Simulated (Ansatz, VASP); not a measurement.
**One calculation of H6C2O, two programs**

```xyz
36
Lattice="7.9602 0.0000 0.0000 0.0000 7.9602 0.0000 0.0000 0.0000 7.9602" Properties=species:S:1:pos:R:3 pbc="T T T"
C     7.4151    3.6988    0.1986
C     6.2650    4.6359   -0.1073
C     3.0500    4.2013    3.0448
C     2.3392    2.9029    3.3447
C     4.5528   -0.3238    7.0271
C     5.7634    0.5886    7.0336
C     0.9454    7.0450    2.5868
C    -0.0126    8.2140    2.5452
O     5.0274    3.9320    0.0867
O     2.2921    2.7191    4.7689
O     6.9441   -0.1951    7.2919
O    -1.2975    7.7711    2.9917
H     4.3077    4.5383   -0.1545
H     6.3167    5.5245    0.5432
H     6.3436    4.9965   -1.1466
H     8.3720    4.2215    0.0687
H     7.3513    3.3302    1.2326
H     7.4014    2.8379   -0.4859
H     1.8171    1.8888    4.9486
H     1.3143    2.9499    2.9279
H     2.8557    2.0496    2.8616
H     3.0615    4.3741    1.9606
H     2.5190    5.0301    3.5265
H     4.0887    4.1881    3.4030
H     7.7031    0.4089    7.3152
H     5.8604    1.0973    6.0557
H     5.6334    1.3689    7.8023
H     3.6553    0.2615    6.7889
H     4.6657   -1.1156    6.2730
H     4.4148   -0.7864    8.0164
H    -1.9069    8.5212    2.9196
H     0.3537    9.0311    3.1884
H    -0.0782    8.6134    1.5162
H     1.9410    7.3358    2.2231
H     1.0472    6.6796    3.6188
H     0.5793    6.2187    1.9611
```

Alike in both runs: functional PBE; dispersion D3(BJ); k mesh 1 × 1 × 1; occupations fermi-dirac, width 0.05 eV; no spin polarisation.

Ansatz relaxed the structure, and its values are those at the end. VASP's run is a single point on that final structure, the one shown.

|  | VASP | Ansatz |
| --- | --- | --- |
| version | VASP 6.6.1 | Ansatz 0.2.0 |
| potentials or method | VASP PAW PBE potentials, release 64 (C_h, O_h, H_h), cutoff 1000 eV | scalar-relativistic, plane waves, PAW |
| valence electrons in the cell | 80 | 80 |

```csv
,VASP,Ansatz,Ansatz less VASP
rms of the force components (eV/Å),0.047,0.047,+0.0003
```
